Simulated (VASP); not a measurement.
LiF: elastic constants with LDA

The system is LiF.

```
Li F
1.0
     0.00000    1.87131    1.87131
     1.87131    0.00000    1.87131
     1.87131    1.87131    0.00000
Li F
1 1
Direct
  0.00000 0.00000 0.00000
  0.50000 0.50000 0.50000
```

```yaml
Program: VASP 6.6.1
Task: elastic constants
Functional: LDA
Potentials_or_basis: VASP PAW LDA potentials, release 64 (Li_sv, F)
Cutoff: 600 eV
k_mesh: 10 × 10 × 10
Occupations: gaussian, width 0.01 eV
Spin: no spin polarisation
Dipole_correction: no
Ions_in_elastic_constants: relaxed
Further_INCAR_settings: ALGO = Normal; EDIFF = 1e-08; NBANDS = 12; IBRION = 6; POTIM = 0.015; NSW = 1; ISIF = 3
```

- Elastic constants C11, C12, C44: 269, 58, 81 GPa
- Voigt bulk modulus: 128 GPa
- Highest phonon frequency at Γ, LO-TO splitting left out: 460 cm⁻¹

Phonon frequencies in cm⁻¹ (negative: imaginary):
| q point | frequencies |
| --- | --- |
| (0.000, 0.000, 0.000) | 0 0 0 460 460 460 |

Elastic tensor in Voigt notation (GPa, in the Cartesian axes of the cell as first typed):
```
269  58  58   0   0   0
 58 269  58   0   0   0
 58  58 269   0   0   0
  0   0   0  81   0   0
  0   0   0   0  81   0
  0   0   0   0   0  81
```

Clamped-ion elastic tensor (GPa):
```
269  58  58   0   0   0
 58 269  58   0   0   0
 58  58 269   0   0   0
  0   0   0  81   0   0
  0   0   0   0  81   0
  0   0   0   0   0  81
```

Wall time 5.7 min on 1 thread of Intel Xeon 8259CL, on a shared host, peak memory 0.2 GiB.

Caveat: the cell is under stress, which shifts elastic constants; the cutoff is under 1.25 times the usual one of these potentials, so pressure, stress and relaxed cells hold a basis-set (Pulay) error.
